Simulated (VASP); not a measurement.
# SiC (R3m) in VASP: a series of runs, part 2 of 2

VASP 6.6.1. The steps go on from the part before.

## (4) Single point, PBE

The input, INCAR:

```
  PREC = Accurate
  ENCUT = 520
  EDIFF = 1E-6
  ISMEAR = 0
  SIGMA = 0.05
  LREAL = False
  LASPH = True
  NELM = 100
  ALGO = Normal
  ISIF = 2
  LWAVE = False
  LCHARG = False
  GGA = PE
  NBANDS = 11
```

The input, KPOINTS:

```
regular mesh
0
Gamma
  12 12 12
```

The input, POSCAR:

```
SiC
1.0
    0.0000000000      2.1821022772      2.1821022772
    2.1821022772      0.0000000000      2.1821022772
    2.0917632430      2.0917632430      0.0903390343
Si C
1 1
Direct
    0.0000000000      0.0000000000      0.0000000000
    0.7500000000      0.7500000000      0.7500000000
```

Command:

```
$ cat potpaw_PBE.64/Si/POTCAR potpaw_PBE.64/C/POTCAR > POTCAR
$ mpirun -np 1 vasp_std > vasp.out
```

It took 21 s on 1 thread of Intel Xeon 6975P-C (Granite Rapids), shared host; peak memory 0.16 GiB.

Results (log left out):

```yaml
Free_energy: -14.8685 eV
Pressure: 19.8 GPa
Largest_force: 1.119 eV/Å
Band_gap_on_the_k_mesh: 1.00 eV, indirect (least direct gap 4.13 eV)
```

Forces in eV/Å, atoms in the order of the input:
```
Si  -0.646 -0.646  0.646
C    0.646  0.646 -0.646
```

Stress tensor (GPa, compression positive):
```
 19.78  14.47 -14.47
 14.47  19.78 -14.47
-14.47 -14.47  19.78
```

Levels at points of the mesh, in eV from the valence-band top:
| k point | band 1 | band 2 | band 3 | band 4 | band 5 | band 6 | band 7 | band 8 | band 9 |
| --- | --- | --- | --- | --- | --- | --- | --- | --- | --- |
| (0.00, 0.00, 0.00) | -16.12 | -0.35 | -0.35 | 0.00 | 6.11 | 7.01 | 7.01 | 9.24 | 14.68 |
| (0.50, 0.00, 0.00) | -12.49 | -9.14 | -1.18 | -1.11 | 5.97 | 6.98 | 8.00 | 10.33 | 16.43 |
| (0.50, 0.50, 0.00) | -10.82 | -8.20 | -3.88 | -3.13 | 1.00 | 4.42 | 14.06 | 14.47 | 15.70 |
| (0.00, 0.00, 0.50) | -11.80 | -8.93 | -1.67 | -1.67 | 4.82 | 6.68 | 6.68 | 9.78 | 16.88 |

Caveat: forces of over 1 eV/Å act on the atoms, so gaps and moduli don't describe the material at rest.

## (5) Single point, PBE

This run uses another cell than the first one, of the same volume but with other edges.

The input, INCAR:

```
PREC = Accurate
ENCUT = 520
EDIFF = 1E-6
ISMEAR = 0
SIGMA = 0.05
LREAL = F
LASPH = T
NELM = 100
ALGO = Normal
ISIF = 2
LWAVE = F
LCHARG = F
GGA = PE
NBANDS = 11
```

KPOINTS is that of step 4.

The input, POSCAR:

```
SiC
1.0
    0.0000000000      2.0908091326      2.0908091326
    2.0908091326      0.0000000000      2.0908091326
    2.1830835090      2.1830835090     -0.0922743764
Si C
1 1
Direct
    0.0000000000      0.0000000000      0.0000000000
    0.7500000000      0.7500000000      0.7500000000
```

Potentials or basis: VASP PAW PBE potentials, release 64 (Si, C).

Command:

```
$ cat potpaw_PBE.64/Si/POTCAR potpaw_PBE.64/C/POTCAR > POTCAR
$ mpirun -np 1 vasp_std > vasp.out
```

OUTCAR:

```text
PREC = Accurate
   ENCUT = 520
   EDIFF = 1E-6
   ISMEAR = 0
   LREAL = F
   LASPH = T
   NELM = 100
   ISIF = 2
   GGA = PE

 ion  position               nearest neighbor table
   1  0.000  0.000  0.000-   2 1.82   2 1.82   2 1.82   2 1.93
   2  0.750  0.750  0.750-   1 1.82   1 1.82   1 1.82   1 1.93

  LATTYP: Found a trigonal (rhomboedric) cell.
 ALAT       =     3.0887249433
 COS(alpha) =     0.5417839405

  Lattice vectors:

 A1 = (   2.1830835090,   0.0922743764,  -2.1830835090)
 A2 = (   0.0922743764,   2.1830835090,  -2.1830835090)
 A3 = (   2.1830835090,   2.1830835090,  -0.0922743764)

Analysis of symmetry for initial positions (statically):
=====================================================================
 Subroutine PRICEL returns:
 Original cell was already a primitive cell.

 Routine SETGRP: Setting up the symmetry group for a
 trigonal (rhombohedral) supercell.

 Subroutine GETGRP returns: Found  6 space group operations
 (whereof  6 operations were pure point group operations)
 out of a pool of 12 trial point group operations.

The static configuration has the point symmetry C_3v.

[... 165 lines left out ...]
 fundamental gap:      1.0769740633
 Fermi energy:         9.1836863586

 k-point     1 :       0.0000    0.0000    0.0000
  band No.  band energies     occupation
      1      -7.1005      2.00000
      2       8.4637      2.00000
      3       8.9474      2.00000
      4       8.9474      2.00000
      5      14.3932      0.00000
      6      16.9070      0.00000
      7      17.0714      0.00000
      8      17.0714      0.00000
      9      23.7002      0.00000
     10      23.7002      0.00000
     11      25.9550      0.00000
[... 309 lines left out ...]
 k-point    24 :      -0.4167    0.1667    0.0000
  band No.  band energies     occupation
      1      -2.7846      2.00000
      2       0.5202      2.00000
      3       5.5996      2.00000
      4       7.0717      2.00000
      5      13.8290      0.00000
      6      16.4596      0.00000
      7      17.5819      0.00000
      8      20.6120      0.00000
      9      24.0817      0.00000
     10      24.9783      0.00000
     11      27.9124      0.00000

 [... further k-points ...]
[... 5 lines left out ...]
  --------------------------------------------------------------------------------------
  -------------------------------------------------------------------------------------
  Total        2.3928698      2.3928698      2.3928698     -1.5941051      1.5941051      1.5941051
  in kB      196.7060919    196.7060919    196.7060919   -131.0435614    131.0435614    131.0435614
  external PRESSURE =     196.7060919 kB  Pullay stress =       0.0000000 kB

 VOLUME and BASIS-vectors are now :
 -----------------------------------------------------------------------------
  energy-cutoff  :      520.00
  volume of cell :       19.49
      direct lattice vectors                 reciprocal lattice vectors
     0.000000000  2.090809133  2.090809133    -0.234192454  0.244091280  0.234192454
     2.090809133  0.000000000  2.090809133     0.244091280 -0.234192454  0.234192454
     2.183083509  2.183083509 -0.092274376     0.224293629  0.224293629 -0.224293629

 POSITION                                       TOTAL-FORCE (eV/Angst)
 -----------------------------------------------------------------------------------
      0.00000      0.00000      0.00000         0.380943      0.380943     -0.380943
      3.20542      3.20542      3.06701        -0.380943     -0.380943      0.380943
 -----------------------------------------------------------------------------------
    total drift:                               -0.000161     -0.000161      0.000161

  FREE ENERGIE OF THE ION-ELECTRON SYSTEM (eV)
  ---------------------------------------------------
  free  energy   TOTEN  =       -14.8756261539 eV

  energy  without entropy=      -14.8756261539  energy(sigma->0) =      -14.87562615
```

OSZICAR:

```text
N       E                     dE             d eps       ncg     rms          rms(c)
DAV:   1     0.295605273947E+01    0.29561E+01   -0.39912E+03  4393   0.616E+02
DAV:   2    -0.163973313322E+02   -0.19353E+02   -0.18445E+02  5185   0.111E+02
DAV:   3    -0.169409207855E+02   -0.54359E+00   -0.54253E+00  5075   0.151E+01
DAV:   4    -0.169428369860E+02   -0.19162E-02   -0.19161E-02  4685   0.115E+00
DAV:   5    -0.169428451109E+02   -0.81249E-05   -0.81248E-05  5104   0.689E-02    0.953E+00
DAV:   6    -0.149575648661E+02    0.19853E+01   -0.66989E+00  4677   0.119E+01    0.427E+00
DAV:   7    -0.148840415325E+02    0.73523E-01   -0.47651E-01  5059   0.392E+00    0.192E+00
DAV:   8    -0.148754155693E+02    0.86260E-02   -0.23592E-02  4674   0.102E+00    0.181E-01
DAV:   9    -0.148755306008E+02   -0.11503E-03   -0.18033E-03  5094   0.259E-01    0.114E-01
DAV:  10    -0.148756187324E+02   -0.88132E-04   -0.21993E-04  4548   0.957E-02    0.320E-02
DAV:  11    -0.148756260196E+02   -0.72872E-05   -0.27742E-05  4998   0.326E-02    0.119E-02
DAV:  12    -0.148756261539E+02   -0.13434E-06   -0.18344E-06  4076   0.906E-03
   1 F= -.14875626E+02 E0= -.14875626E+02  d E =-.659183E-14
```

stdout:

```text
POSCAR found type information on POSCAR SiC
 POSCAR found :  2 types and       2 ions
 scaLAPACK will be used
 LDA part: xc-table for (Slater+PW92), standard interpolation
 POSCAR, INCAR and KPOINTS ok, starting setup
 FFT: planning ... GRIDC
 FFT: planning ... GRID_SOFT
 FFT: planning ... GRID
 WAVECAR not read
 entering main loop
```

It took 19 s on 1 thread of Intel Xeon 6975P-C (Granite Rapids), shared host; peak memory 0.16 GiB.

What came out:

* Free energy: -14.8756 eV
* Pressure: 19.7 GPa
* Largest force: 0.660 eV/Å
* Band gap on the k mesh: 1.08 eV, indirect (least direct gap 4.18 eV)

Forces in eV/Å, atoms in the order of the input:
```
Si   0.381  0.381 -0.381
C   -0.381 -0.381  0.381
```

Stress tensor (GPa, compression positive):
```
 19.67 -13.10  13.10
-13.10  19.67  13.10
 13.10  13.10  19.67
```

Levels at points of the mesh, in eV from the valence-band top:
```tsv
k point	band 1	band 2	band 3	band 4	band 5	band 6	band 7	band 8	band 9
(0.00, 0.00, 0.00)	-16.05	-0.48	0.00	0.00	5.45	7.96	8.12	8.12	14.75
(0.50, 0.00, 0.00)	-12.08	-8.98	-1.39	-1.28	5.36	6.78	7.64	10.15	16.21
(0.50, 0.50, 0.00)	-10.75	-8.14	-3.77	-3.10	1.08	4.48	14.17	14.43	15.86
(0.00, 0.00, 0.50)	-12.77	-9.13	-0.83	-0.83	6.81	7.90	7.90	10.50	16.57
```

## (6) Single point, PBE

The input, INCAR:

```
  PREC = Accurate
  ENCUT = 520
  EDIFF = 1E-6
  ISMEAR = 0
  SIGMA = 0.05
  LREAL = False
  LASPH = True
  NELM = 60
  ALGO = Normal
  ISIF = 2
  LWAVE = False
  LCHARG = False
  GGA = PE
  NBANDS = 11
```

The input, KPOINTS:

```
Automatic mesh
0
Gamma
  12 12 12
```

The input, POSCAR:

```
SiC
1.0
    0.0000000000      2.1132452797      2.1132452797
    2.1132452797      0.0000000000      2.1132452797
    2.1591731438      2.1591731438     -0.0459278641
Si C
1 1
Direct
    0.0000000000      0.0000000000      0.0000000000
    0.7500000000      0.7500000000      0.7500000000
```

Potentials or basis: VASP PAW PBE potentials, release 64 (Si, C).

Command:

```
$ cat potpaw_PBE.64/Si/POTCAR potpaw_PBE.64/C/POTCAR > POTCAR
$ mpirun -np 1 vasp_std > vasp.out
```

It took 18 s on 1 thread of Intel Xeon 6975P-C (Granite Rapids), shared host; peak memory 0.16 GiB.

It converged, with:

```
Free energy            : -14.9530 eV
Pressure               : 18.7 GPa
Largest force          : 0.380 eV/Å
Band gap on the k mesh : 1.21 eV, indirect (least direct gap 4.40 eV)
```

Forces in eV/Å, atoms in the order of the input:
```
Si   0.220  0.220 -0.220
C   -0.220 -0.220  0.220
```

Stress tensor (GPa, compression positive):
```
18.65 -6.72  6.72
-6.72 18.65  6.72
 6.72  6.72 18.65
```

Levels at points of the mesh, in eV from the valence-band top:
```tsv
k point	band 2	band 3	band 4	band 5	band 6	band 7
(0.00, 0.00, 0.00)	-0.23	0.00	0.00	6.37	7.66	7.93
(0.50, 0.00, 0.00)	-8.92	-1.22	-1.17	5.71	7.09	7.56
(0.50, 0.50, 0.00)	-8.06	-3.54	-3.20	1.21	4.49	14.56
(0.00, 0.00, 0.50)	-9.00	-0.94	-0.94	6.40	7.69	7.69
```

A k mesh can miss the band edges. PBE gaps usually lie below the measured ones, often by a third to a half.

## (7) Overview

| cell | gap on the mesh (eV) | pressure (GPa) | largest force (eV/Å) |
| --- | --- | --- | --- |
| a = 3.037, b = 3.037, c = 3.005 Å, angles 59.6, 59.6, 60.0°, 2 atoms | 1.23 | 18.4 | 0.23 |
| a = 3.070, b = 3.070, c = 2.974 Å, angles 58.9, 58.9, 60.0°, 2 atoms | 1.08 | 19.1 | 0.79 |
| a = 3.086, b = 3.086, c = 2.960 Å, angles 58.6, 58.6, 60.0°, 2 atoms | 1.00 | 19.8 | 1.12 |
| a = 2.957, b = 2.957, c = 3.089 Å, angles 61.4, 61.4, 60.0°, 2 atoms | 1.08 | 19.7 | 0.66 |
| a = 2.989, b = 2.989, c = 3.054 Å, angles 60.7, 60.7, 60.0°, 2 atoms | 1.21 | 18.7 | 0.38 |

Alike in all rows: task single point; level PBE; potentials or basis VASP PAW PBE potentials, release 64 (Si, C); no spin polarisation; k mesh 12 × 12 × 12; cutoff (eV) 520; smearing gaussian 0.05 eV.

Caveats: forces of over 1 eV/Å act on the atoms, so gaps and moduli don't describe the material at rest (some runs).

Total energies depend on the potentials used, so only differences within one code and one set of settings carry meaning.
